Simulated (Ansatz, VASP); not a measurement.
CoSi in VASP and in Ansatz

INCAR

```
ALGO = Normal ; EDIFF = 1E-7
EDIFFG = -0.01 ; ENCUT = 600
GGA = PE ; GGA_COMPAT = False
IBRION = 2 ; ISIF = 3
ISMEAR = 0 ; LASPH = True
LCHARG = False ; LREAL = False
LWAVE = False ; NELM = 120
NELMIN = 4 ; NSW = 100
PREC = Accurate ; SIGMA = 0.1
```

KPOINTS

```
k-points
0
Gamma
  12 12 14
```

Contents of POSCAR:

```
CoSi
1.0
    3.6430842135      0.0000000000      0.0000000000
    0.0000000000      3.6430842135      0.0000000000
    0.0000000000      0.0000000000      3.2902463248
Co Si
2 2
Direct
    0.5000000000      0.0000000000      0.9412237986
    0.0000000000      0.5000000000      0.0587762014
    0.0000000000      0.0000000000      0.5000000000
    0.5000000000      0.5000000000      0.5000000000
```

Input for Ansatz:

```yaml
crystal:
  lattice:
    - [3.6430842135, 0.0, 0.0]
    - [0.0, 3.6430842135, 0.0]
    - [0.0, 0.0, 3.2902463248]
  atoms:
    - { symbol: Co, position: [0.5, 0.0, 0.9412237986] }
    - { symbol: Co, position: [0.0, 0.5, 0.0587762014] }
    - { symbol: Si, position: [0.0, 0.0, 0.5] }
    - { symbol: Si, position: [0.5, 0.5, 0.5] }
basis:
  ecutwfc: 420
kpoints:
  mp_grid: { grid: [12, 12, 14] }
hamiltonian:
  xc: pbe
scf:
  occupations: { method: gaussian, width: 0.1 }
output:
  forces: true
  stress: true
  eigenvalues: true
  write_density: true
  write_potential: true
  elf: true
  volumetric_format: npy
relax:
  adjacent_minimum: "off"
  f_tol: 0.01
  max_steps: 80
  cell: { stress_tol: 0.05 }
```

Alike in both runs: task relaxation of cell and atoms; functional PBE; k mesh 12 × 12 × 14; occupations gaussian, width 0.1 eV; no spin polarisation.

|  | VASP | Ansatz |
| --- | --- | --- |
| version | VASP 6.6.1 | Ansatz 0.2.0 |
| potentials or method | VASP PAW PBE potentials, release 64 (Co, Si), cutoff 600 eV | scalar-relativistic, plane waves, PAW |
| valence electrons in the cell | 26 | 42 |

|  | VASP | Ansatz | Ansatz less VASP |
| --- | --- | --- | --- |
| gap on the k mesh at the Fermi level, each at its own relaxed structure (eV) | none | none | - |
| relaxed volume (Å³/atom) | 10.87 | 10.89 | +0.016 |
| relaxed cell length with the largest relative difference (Å) | 3.272 | 3.279 | +0.0069 |

A gap of «none» marks a metal or a gap that the smearing closes. VASP's potentials hold 26 valence electrons a cell and Ansatz's 42, so a difference there can come from the potentials and not from the codes.
